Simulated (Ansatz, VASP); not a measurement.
**One calculation of Zr, two programs**

```
Zr
1.0
     0.00000    2.25500    2.25500
     2.25500    0.00000    2.25500
     2.25500    2.25500    0.00000
Zr
1
Cartesian
  0.0000 0.0000 0.0000
```

Alike in both runs: task relaxation of cell and atoms; functional PBE; k mesh 16 × 16 × 16; occupations gaussian, width 0.1 eV; no spin polarisation.

|  | VASP | Ansatz |
| --- | --- | --- |
| version | VASP 6.6.1 | Ansatz 0.2.0 |
| potentials or method | VASP PAW PBE potentials, release 64 (Zr_sv), cutoff 600 eV | scalar-relativistic, plane waves, PAW |
| valence electrons in the cell | 12 | 12 |

|  | VASP | Ansatz | Ansatz less VASP |
| --- | --- | --- | --- |
| gap on the k mesh at the Fermi level, each at its own relaxed structure (eV) | none | none | - |
| relaxed volume (Å³/atom) | 23.20 | 23.20 | -0.004 |
| relaxed cell length with the largest relative difference (Å) | 3.201 | 3.201 | -0.0002 |

A gap of «none» marks a metal or a gap that the smearing closes.
